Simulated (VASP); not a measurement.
The system is P.

```
CELL_PARAMETERS angstrom
4.10101 0.00000 0.00000
0.00000 4.10101 0.00000
0.00000 0.00000 4.47073
ATOMIC_POSITIONS crystal
P 0.50000 0.00000 0.70730
P 0.00000 0.50000 0.79270
P 0.00000 0.50000 0.20730
P 0.50000 0.00000 0.29270
P 0.50000 0.50000 0.75000
P 0.50000 0.50000 0.25000
```

```yaml
Program: VASP 6.6.1
Task: relaxation of cell and atoms
Functional: PBE
Potentials_or_basis: VASP PAW PBE potentials, release 64 (P)
Cutoff: 600 eV
k_mesh: 4 × 4 × 4
Occupations: gaussian, width 0.1 eV
Spin: no spin polarisation
```

At the start: pressure 73.6 GPa; volume 12.53 Å³/atom.

Task: How do energy, volume and symmetry change on relaxing?

Result: Over 10 steps the energy falls by 1107.6 meV/atom and the volume is 17.68 Å³/atom (+41.1 %); space group P4/mmm (No. 123, to 0.05 Å).

Step by step:
```
step  energy change (eV)  largest force (eV/Å)  pressure (GPa)  volume (Å³)
   1              0.0000                6.5396           73.59        75.19
   2             -3.5549                2.2873          -13.05       156.83
   3             -5.8646                0.0609           -0.65       107.69
   4             -5.8668                0.0751           -0.12       106.96
   5             -6.5964                0.0012           -2.65       110.10
   6             -6.6102                0.0041           -2.38       110.50
   7             -6.6113                0.0043           -2.46       110.38
   8             -6.6423                0.0123            0.09       106.32
   9             -6.6426                0.0118           -0.16       106.66
  10             -6.6454                0.0069           -0.01       106.07
```

Final structure:
```
P
1.0
     4.82409    0.00000    0.00000
     0.00000    4.82409    0.00000
     0.00000    0.00000    4.55768
P
6
Direct
  0.50000 0.00000 0.74980
  0.00000 0.50000 0.75020
  0.00000 0.50000 0.24980
  0.50000 0.00000 0.25020
  0.50000 0.50000 0.75000
  0.50000 0.50000 0.25000
```

Caveat: the k points lie up to 0.34 Å⁻¹ apart in the final cell; the volume moved by over 15 % at a fixed basis, so the end points are rough.
